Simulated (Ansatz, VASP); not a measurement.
# Two plane-wave programs on InSb

POSCAR

```
InSb
1.0
    0.0000000000      3.2355675401      3.2355675401
    3.2355675401      0.0000000000      3.2355675401
    3.2355675401      3.2355675401      0.0000000000
In Sb
1 1
Direct
    0.0000000000      0.0000000000      0.0000000000
    0.2500000000      0.2500000000      0.2500000000
```

The input INCAR.step1:

```
SYSTEM = InSb
ALGO = Normal
EDIFF = 1E-5
ENCUT = 550
GGA = PE
GGA_COMPAT = .FALSE.
ISMEAR = -1
LASPH = .TRUE.
LCHARG = .FALSE.
LREAL = .FALSE.
LWAVE = .TRUE.
NBANDS = 21
NELM = 120
PREC = Accurate
SIGMA = 0.02
```

File INCAR.step2:

```
SYSTEM = InSb
ALGO = Normal
EDIFF = 1E-6
ENCUT = 550
GGA_COMPAT = .FALSE.
ISIF = 2
ISMEAR = -1
ISTART = 1
LASPH = .TRUE.
LCHARG = .TRUE.
LELF = .TRUE.
LMIXTAU = .TRUE.
LREAL = .FALSE.
LVHAR = .TRUE.
LWAVE = .FALSE.
METAGGA = R2SCAN
NBANDS = 21
NELM = 120
PREC = Accurate
SIGMA = 0.02
```

File KPOINTS:

```
k-points
0
G
  6 6 6
  0 0 0
```

Input for Ansatz:

```yaml
crystal:
  lattice:
    - [0.0, 3.2355675401, 3.2355675401]
    - [3.2355675401, 0.0, 3.2355675401]
    - [3.2355675401, 3.2355675401, 0.0]
  atoms:
    - { symbol: In, position: [0.0, 0.0, 0.0] }
    - { symbol: Sb, position: [0.25, 0.25, 0.25] }
kpoints:
  mp_grid: { grid: [6, 6, 6] }
  band_path:
    path:
      - [0.0, 0.0, 0.0]
      - [-0.5, -0.5, 0.0]
      - [-0.375, -0.375, 0.25]
      - [-0.375, 0.0, 0.375]
      - [0.0, 0.0, 0.5]
      - [-0.5, -0.25, 0.25]
    npoints: 1
hamiltonian:
  xc: r2scan
scf:
  occupations: { method: fermi_dirac, width: 0.02 }
  n_extra_bands: 4
output:
  forces: true
  stress: true
  eigenvalues: true
```

Change from the starting cell: hydrostatic strain -1.3%.

Alike in both runs: task single point; functional r2SCAN; k mesh 6 × 6 × 6; occupations fermi-dirac, width 0.02 eV; no spin polarisation.

|  | VASP | Ansatz |
| --- | --- | --- |
| version | VASP 6.6.1 | Ansatz 0.2.0 |
| potentials or method | VASP PAW PBE potentials, release 64 (In_d, Sb_d_GW) | plane waves, PAW |
| plane-wave cutoff (eV) | 550 | 500 |
| valence electrons in the cell | 28 | 28 |

|  | VASP | Ansatz | Ansatz less VASP |
| --- | --- | --- | --- |
| pressure (GPa) | 1.8 | 1.8 | +0.02 |

VASP's potentials were made for PBE, not for r2SCAN.

Spin-orbit coupling is off throughout.
